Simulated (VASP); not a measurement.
# VN (Fm-3m) in VASP: further runs

The runs below take VN through relaxation of cell and atoms, with PBE+U.

Everything below comes from runs of VASP 6.6.1. Logs are shortened: lines on timing, memory, paths and dates and some standing lists are left out, and cuts for length are marked.

### Step 1. The cell of the first run

The structure is cubic, space group Fm-3m (No. 225). Conventional cell: a = 4.343 Å, b = 4.343 Å, c = 4.343 Å, α = 90.00°, β = 90.00°, γ = 90.00°. Within 2.9 Å of V (site symmetry m-3m) lie 6 N at 2.17 Å. N (site symmetry m-3m) has 6 V at 2.17 Å within 2.9 Å.

### Step 2. Relaxation of cell and atoms, PBE+U, collinear spin, ferromagnetic start

Input file INCAR:

```
PREC = Accurate ; ENCUT = 600
EDIFF = 1E-7 ; ISMEAR = -1
SIGMA = 0.1 ; LREAL = False
LASPH = True ; NELM = 200
ALGO = Normal ; ISIF = 3
LWAVE = False ; LCHARG = False
ISPIN = 2 ; MAGMOM = 1.5 0
LORBIT = 11 ; LMAXMIX = 4
LDAU = True ; LDAUTYPE = 2
LDAUL = 2 -1 ; LDAUU = 1.92 0
LDAUJ = 0 0 ; LDAUPRINT = 1
GGA = PE ; IBRION = 2
NSW = 60 ; EDIFFG = -0.001
GGA_COMPAT = False ; NELMIN = 4
```

Input file KPOINTS:

```
Automatic mesh
0
Gamma
  7 7 7
```

Input file POSCAR:

```
VN
1.0
    0.0000000000      2.1716807800      2.1716807800
    2.1716807800      0.0000000000      2.1716807800
    2.1716807800      2.1716807800      0.0000000000
V N
1 1
Direct
    0.0000000000      0.0000000000      0.0000000000
    0.5000000000      0.5000000000      0.5000000000
```

Potentials or basis: VASP PAW PBE potentials, release 64 (V_sv, N).

Launch:

```bash
> cat potpaw_PBE.64/V_sv/POTCAR potpaw_PBE.64/N/POTCAR > POTCAR
> mpirun -np 1 vasp_std > vasp.out
```

OUTCAR:

```text
PREC = Accurate
   ENCUT = 600
   EDIFF = 1E-7
   ISMEAR = -1
   LREAL = False
   LASPH = True
   NELM = 200
   ISIF = 3
   ISPIN = 2
   LORBIT = 11
   GGA = PE
   IBRION = 2
   NSW = 60
   EDIFFG = -0.001
   NELMIN = 4

 ion  position               nearest neighbor table
   1  0.000  0.000  0.000-   2 2.17   2 2.17   2 2.17   2 2.17   2 2.17   2 2.17
   2  0.500  0.500  0.500-   1 2.17   1 2.17   1 2.17   1 2.17   1 2.17   1 2.17

  LATTYP: Found a face centered cubic cell.
 ALAT       =     4.3433615600

  Lattice vectors:

 A1 = (   0.0000000000,   2.1716807800,   2.1716807800)
 A2 = (   2.1716807800,   0.0000000000,   2.1716807800)
 A3 = (   2.1716807800,   2.1716807800,   0.0000000000)

Analysis of symmetry for initial positions (statically):
=====================================================================
 Subroutine PRICEL returns:
 Original cell was already a primitive cell.

 Routine SETGRP: Setting up the symmetry group for a
 face centered cubic supercell.

 Subroutine GETGRP returns: Found 48 space group operations
 (whereof 48 operations were pure point group operations)
 out of a pool of 48 trial point group operations.

The static configuration has the point symmetry O_h .

Analysis of symmetry for dynamics (positions and initial velocities):
=====================================================================
 Subroutine PRICEL returns:
 Original cell was already a primitive cell.

 Routine SETGRP: Setting up the symmetry group for a
 face centered cubic supercell.

 Subroutine GETGRP returns: Found 48 space group operations
 (whereof 48 operations were pure point group operations)
 out of a pool of 48 trial point group operations.

The dynamic configuration has the point symmetry O_h .

Analysis of structural, dynamic, and magnetic symmetry:
=====================================================================
 Subroutine PRICEL returns:
 Original cell was already a primitive cell.

 Routine SETGRP: Setting up the symmetry group for a
 face centered cubic supercell.

 Subroutine GETGRP returns: Found 48 space group operations
 (whereof 48 operations were pure point group operations)
 out of a pool of 48 trial point group operations.

The overall configuration has the point symmetry O_h .

 Subroutine INISYM returns: Found 48 space group operations
 (whereof 48 operations are pure point group operations),
 and found     1 'primitive' translations

----------------------------------------------------------------------------------------

                                     Primitive cell

  volume of cell :      20.4842

  direct lattice vectors                    reciprocal lattice vectors
     0.000000000  2.171680780  2.171680780    -0.230236416  0.230236416  0.230236416
     2.171680780  0.000000000  2.171680780     0.230236416 -0.230236416  0.230236416
     2.171680780  2.171680780  0.000000000     0.230236416  0.230236416 -0.230236416

  length of vectors
     3.071220412  3.071220412  3.071220412     0.398781171  0.398781171  0.398781171

  position of ions in fractional coordinates (direct lattice)
     0.000000000  0.000000000  0.000000000
     0.500000000  0.500000000  0.500000000

  ion indices of the primitive-cell ions
   primitive index   ion index
                 1           1
                 2           2

----------------------------------------------------------------------------------------

 KPOINTS: Automatic mesh

Automatic generation of k-mesh.
 Grid dimensions read from file:
 generate k-points for:    7    7    7

 Generating k-lattice:

  Cartesian coordinates                     Fractional coordinates (reciprocal lattice)
    -0.032890917  0.032890917  0.032890917     0.142857143  0.000000000  0.000000000
     0.032890917 -0.032890917  0.032890917     0.000000000  0.142857143  0.000000000
     0.032890917  0.032890917 -0.032890917     0.000000000  0.000000000  0.142857143
[... 56 lines left out ...]
   IBRION =      2    ionic relax: 0-MD 1-quasi-New 2-CG
   NFREE  =      1    steps in history (QN), initial steepest desc. (CG)
   ISIF   =      3    stress and relaxation
   ISYM   =      2    0-nonsym 1-usesym 2-fastsym
   POTIM  = 0.5000    time-step for ionic-motion
   TEBEG  =    0.0;   TEEND  =   0.0 temperature during run
   PSTRESS=    0.0 pullay stress
   NELECT =      18.0000    total number of electrons
   NUPDOWN=      -1.0000    fix difference up-down
   EMIN   =  10.00;   EMAX   =-10.00  energy-range for DOS
   EFERMI =   0.00;   METHOD = LEGACY
   ISMEAR =    -1;   SIGMA  =   0.10  broadening in eV -4-tet -1-fermi 0-gaus
   EFERMI_NEDOS =   21; number of points for ismear=-14 and -15
   IALGO  =     38    algorithm
   IMIX   =      4    mixing-type and parameters
     AMIX     =   0.40;   BMIX     =  1.00
     AMIX_MAG =   1.60;   BMIX_MAG =  1.00
  volume/ion in A,a.u.               =      10.24        69.12
  Fermi-wavevector in a.u.,A,eV,Ry     =   1.568049  2.963183 33.453709  2.458778
  Thomas-Fermi vector in A             =   2.670138
   LORBIT       =     11    0 simple, 1 ext, 2 COOP (PROOUT), +10 PAW based schemes
 LDA+U is selected, type is set to LDAUTYPE =  2
   angular momentum for each species LDAUL =     2   -1
   U (eV)           for each species LDAUU =   1.9  0.0
   J (eV)           for each species LDAUJ =   0.0  0.0
   GGA     = PE    functional components
   LHFCALC =     F    Hartree Fock is set to
   AEXX    =    0.0000 exact exchange contribution
   IVDW    =     0    specifies the selected vdW correction
   LEPSILON=     F    determine dielectric tensor
   LRPA    =     F    only Hartree local field effects (RPA)
 conjugate gradient relaxation of ions
 spin polarized calculation
  energy-cutoff  :      600.00
  volume of cell :       20.48
 maximum number of plane-waves:       701
 NGX is ok and might be reduce to    28
   NGX = 13   NGY = 13   NGZ = 13

--------------------------------------- Ionic step        1  -------------------------------------------

 number of electron      18.0000003 magnetization       1.7554429

 Free energy of the ion-electron system (eV)
  ---------------------------------------------------
  ext. energy  EPLUGINS =         0.00000000
  ---------------------------------------------------
  free energy    TOTEN  =       -17.20315263 eV

  energy without entropy =      -17.13390892  energy(sigma->0) =      -17.16853077

 E-fermi :   9.5059     XC(G=0): -12.6402

 val. band max:        9.4217064851   @ k =   0.0000   0.0000   0.0000
 cond. band min:       9.5098497267   @ k =   0.2857   0.1429   0.0000
 fundamental gap:      0.0881432416
 Fermi energy:         9.5058889662

 spin component 1

 k-point     1 :       0.0000    0.0000    0.0000
  band No.  band energies     occupation
      1     -56.2978      1.00000
      2     -30.0023      1.00000
      3     -30.0023      1.00000
      4     -30.0023      1.00000
      5      -6.9307      1.00000
      6       7.6362      1.00000
      7       7.6362      1.00000
      8       7.6363      1.00000
      9       8.0553      1.00000
     10       8.0553      1.00000
     11       8.0553      1.00000
[... 804 lines left out ...]
  FREE ENERGIE OF THE ION-ELECTRON SYSTEM (eV)
  ---------------------------------------------------
  free  energy   TOTEN  =       -17.3236343401 eV

  energy  without entropy=      -17.2608012787  energy(sigma->0) =      -17.29221781

atom =   1  type =  1  l = 2

 onsite density matrix

spin component  1

  0.5367 -0.0000  0.0000  0.0000 -0.0000
 -0.0000  0.5367  0.0000 -0.0000 -0.0000
  0.0000  0.0000  0.3031 -0.0000  0.0000
  0.0000 -0.0000 -0.0000  0.5367  0.0000
 -0.0000 -0.0000  0.0000  0.0000  0.3031

spin component  2

  0.1440 -0.0000  0.0000  0.0000 -0.0000
 -0.0000  0.1440 -0.0000 -0.0000  0.0000
  0.0000 -0.0000  0.2210 -0.0000  0.0000
  0.0000 -0.0000 -0.0000  0.1440  0.0000
 -0.0000  0.0000  0.0000  0.0000  0.2210

 occupancies and eigenvectors

  o =  0.1440  v =  0.0000  0.0000  0.0000  0.0000  0.0000  0.0000  0.0713  0.0000  0.9975  0.0000      0.0000  0.0000  0.0000  0.0000  0.0000  0.0000  0.0000  0.0000  0.0000  0.0000
  o =  0.1440  v =  0.0000  0.0000  0.0000  0.0000  0.0000  0.0000 -0.9975 -0.0000  0.0713 -0.0000      0.0000  0.0000  0.0000  0.0000  0.0000  0.0000  0.0000  0.0000  0.0000  0.0000
  o =  0.1440  v =  0.0000  0.0000  0.0000  0.0000  0.0000  1.0000  0.0000  0.0000  0.0000  0.0000      0.0000  0.0000  0.0000  0.0000  0.0000  0.0000  0.0000  0.0000  0.0000  0.0000
  o =  0.2210  v =  0.0000  0.0000  0.0000  0.0000  0.0000  0.0000  0.0000 -0.9937  0.0000  0.1117      0.0000  0.0000  0.0000  0.0000  0.0000  0.0000  0.0000  0.0000  0.0000  0.0000
  o =  0.2210  v =  0.0000  0.0000  0.0000  0.0000  0.0000  0.0000  0.0000 -0.1117  0.0000 -0.9937      0.0000  0.0000  0.0000  0.0000  0.0000  0.0000  0.0000  0.0000  0.0000  0.0000
  o =  0.3031  v =  0.0000 -0.0000  0.0031  0.0000 -1.0000  0.0000  0.0000  0.0000  0.0000  0.0000      0.0000  0.0000  0.0000  0.0000  0.0000  0.0000  0.0000  0.0000  0.0000  0.0000
  o =  0.3031  v =  0.0000  0.0000  1.0000 -0.0000  0.0031  0.0000  0.0000  0.0000  0.0000  0.0000      0.0000  0.0000  0.0000  0.0000  0.0000  0.0000  0.0000  0.0000  0.0000  0.0000
  o =  0.5367  v =  0.0000  0.0639  0.0000  0.9980  0.0000  0.0000  0.0000  0.0000  0.0000  0.0000      0.0000  0.0000  0.0000  0.0000  0.0000  0.0000  0.0000  0.0000  0.0000  0.0000
  o =  0.5367  v =  0.0000  0.9980  0.0000 -0.0639 -0.0000  0.0000  0.0000  0.0000  0.0000  0.0000      0.0000  0.0000  0.0000  0.0000  0.0000  0.0000  0.0000  0.0000  0.0000  0.0000
  o =  0.5367  v =  1.0000  0.0000  0.0000  0.0000  0.0000  0.0000  0.0000  0.0000  0.0000  0.0000      0.0000  0.0000  0.0000  0.0000  0.0000  0.0000  0.0000  0.0000  0.0000  0.0000

--------------------------------------- Ionic step        5  -------------------------------------------

 number of electron      18.0000001 magnetization       1.3820281

 Free energy of the ion-electron system (eV)
  ---------------------------------------------------
  ext. energy  EPLUGINS =         0.00000000
  ---------------------------------------------------
  free energy    TOTEN  =       -17.32382063 eV

  energy without entropy =      -17.26063585  energy(sigma->0) =      -17.29222824

 E-fermi :  11.1642     XC(G=0): -13.2737

 val. band max:       11.1584129568   @ k =   0.4286   0.1429   0.0000
 cond. band min:      11.1876723562   @ k =   0.0000   0.0000   0.0000
 fundamental gap:      0.0292593994
 Fermi energy:        11.1642317649

 spin component 1

 k-point     1 :       0.0000    0.0000    0.0000
  band No.  band energies     occupation
      1     -54.7706      1.00000
      2     -28.4315      1.00000
      3     -28.4315      1.00000
      4     -28.4315      1.00000
      5      -6.2904      1.00000
      6       9.1199      1.00000
      7       9.1199      1.00000
      8       9.1199      1.00000
      9       9.2668      1.00000
     10       9.2668      1.00000
     11       9.2668      1.00000
[... 696 lines left out ...]
  FREE ENERGIE OF THE ION-ELECTRON SYSTEM (eV)
  ---------------------------------------------------
  free  energy   TOTEN  =       -17.3238206252 eV

  energy  without entropy=      -17.2606358510  energy(sigma->0) =      -17.29222824

 reached required accuracy - stopping structural energy minimisation

 total charge

# of ion       s       p       d       tot
------------------------------------------
    1        2.229   6.255   3.057  11.542
    2        1.238   2.490   0.000   3.729
--------------------------------------------------
tot          3.467   8.746   3.057  15.270

 magnetization (x)

# of ion       s       p       d       tot
------------------------------------------
    1        0.008   0.006   1.338   1.351
    2       -0.005  -0.045   0.000  -0.050
--------------------------------------------------
tot          0.003  -0.039   1.338   1.302
```

It took 2.4 min on 1 thread of Intel Xeon Platinum 8175M at 2.50GHz (Skylake/Cascade Lake), shared host; peak memory 0.18 GiB.

Results:

- Free energy: -17.3238 eV
- Relaxed volume: 9.20 Å³/atom
- Relaxed cell: a = 2.964 Å, b = 2.964 Å, c = 2.964 Å, α = 60.00°, β = 60.00°, γ = 60.00°
- Space group after relaxing (to 0.05 Å): Fm-3m (No. 225)
- Energy gained by relaxing: 60.3 meV/atom
- Ionic steps: 5
- Pressure after relaxing: 0.0 GPa
- Net moment: 1.38 μB per cell
- Site moments: V +1.35; N -0.05 μB
- Valence electrons inside the program's atomic spheres: V 11.54; N 3.73

Step by step:
```
step  energy change (eV)  largest force (eV/Å)  pressure (GPa)  volume (Å³)
   1              0.0000                0.0000          -18.11        20.48
   2             -0.0531                0.0000           10.58        17.24
   3             -0.1187                0.0000           -2.64        18.64
   4             -0.1205                0.0000            0.82        18.34
   5             -0.1207                0.0000            0.01        18.41
```

Final structure:
```cif
data_structure
_symmetry_space_group_name_H-M 'P 1'
_symmetry_Int_Tables_number 1
_cell_length_a 2.9638
_cell_length_b 2.9638
_cell_length_c 2.9638
_cell_angle_alpha 60.000
_cell_angle_beta 60.000
_cell_angle_gamma 60.000
_cell_volume 18.41
loop_
_atom_site_label
_atom_site_type_symbol
_atom_site_fract_x
_atom_site_fract_y
_atom_site_fract_z
_atom_site_occupancy
V1 V 0.00000 0.00000 0.00000 1
N1 N 0.50000 0.50000 0.50000 1
```

Eigenvalues of the final occupation matrices:
```csv
site,spin,trace,eigenvalues
site 1 d,1,2.22,0.30 0.30 0.54 0.54 0.54
site 1 d,2,0.87,0.14 0.14 0.14 0.22 0.22
```

The state reached can hang on the start; a lower one may exist.

### Step 3. Relaxation of cell and atoms, PBE+U, collinear spin, ferromagnetic start

Input file INCAR:

```
SYSTEM = VN
PREC = Accurate
ENCUT = 600
EDIFF = 1E-7
ISMEAR = -1
SIGMA = 0.1
LREAL = .False.
LASPH = .True.
NELM = 200
ALGO = Normal
ISIF = 3
LWAVE = .False.
LCHARG = .False.
ISPIN = 2
MAGMOM = -0.5 -1
LORBIT = 11
LMAXMIX = 4
LDAU = .True.
LDAUTYPE = 2
LDAUL = 2 -1
LDAUU = 1.92 0
LDAUJ = 0 0
LDAUPRINT = 1
GGA = PE
IBRION = 2
NSW = 60
EDIFFG = -0.01
GGA_COMPAT = .False.
NELMIN = 4
```

Input file KPOINTS:

```
Automatic mesh
0
Gamma
  7 7 7
  0 0 0
```

POSCAR is that of step 2.

Potentials or basis: VASP PAW PBE potentials, release 64 (V_sv, N).

Launch:

```bash
> cat potpaw_PBE.64/V_sv/POTCAR potpaw_PBE.64/N/POTCAR > POTCAR
> mpirun -np 1 vasp_std > vasp.out
```

It took 2.6 min on 1 thread of Intel Xeon Platinum 8175M at 2.50GHz (Skylake/Cascade Lake), shared host; peak memory 0.18 GiB.

It converged, with:

```
Free energy                                           : -17.2740 eV
Relaxed volume                                        : 8.88 Å³/atom
Relaxed cell                                          : a = 2.929 Å, b = 2.929 Å, c = 2.929 Å, α = 60.00°, β = 60.00°, γ = 60.00°
Space group after relaxing (to 0.05 Å)                : Fm-3m (No. 225)
Energy gained by relaxing                             : 153.1 meV/atom
Ionic steps                                           : 7
Pressure after relaxing                               : 0.0 GPa
Band gap on the k mesh                                : zero (filled and empty bands overlap)
Net moment                                            : 0.00 μB per cell
Valence electrons inside the program's atomic spheres : V 11.60; N 3.74
```

The path:
```
step  energy change (eV)  largest force (eV/Å)  pressure (GPa)  volume (Å³)
   1              0.0000                0.0000          -31.76        20.48
   2              0.2290                0.0000           72.66        15.03
   3             -0.3058                0.0000           -1.67        17.86
   4             -0.3063                0.0000           -0.33        17.78
   5             -0.3062                0.0000            0.56        17.73
   6             -0.3062                0.0000           -0.61        17.80
   7             -0.3063                0.0000            0.00        17.77
```

Final structure:
```
V N
1.0
     0.00000    2.07102    2.07102
     2.07102    0.00000    2.07102
     2.07102    2.07102    0.00000
V N
1 1
Direct
  0.00000 0.00000 0.00000
  0.50000 0.50000 0.50000
```

Levels at points of the mesh, in eV from the Fermi level:
Spin up:
| k point | band 5 | band 6 | band 7 | band 8 | band 9 | band 10 | band 11 | band 12 | band 13 | band 14 |
| --- | --- | --- | --- | --- | --- | --- | --- | --- | --- | --- |
| (0.00, 0.00, 0.00) | -17.88 | -2.20 | -2.20 | -2.20 | -1.44 | -1.44 | -1.44 | -0.27 | -0.27 | 5.75 |
Spin down:
```
           k point  band 6  band 7  band 8  band 9  band 10  band 11  band 12  band 13
(0.00, 0.00, 0.00)   -2.20   -2.20   -2.20   -1.44    -1.44    -1.44    -0.27    -0.27
```

Eigenvalues of the final occupation matrices:
| site | spin | trace | eigenvalues |
| --- | --- | --- | --- |
| site 1 d | 1 | 1.56 | 0.27 0.27 0.34 0.34 0.34 |
| site 1 d | 2 | 1.56 | 0.27 0.27 0.34 0.34 0.34 |
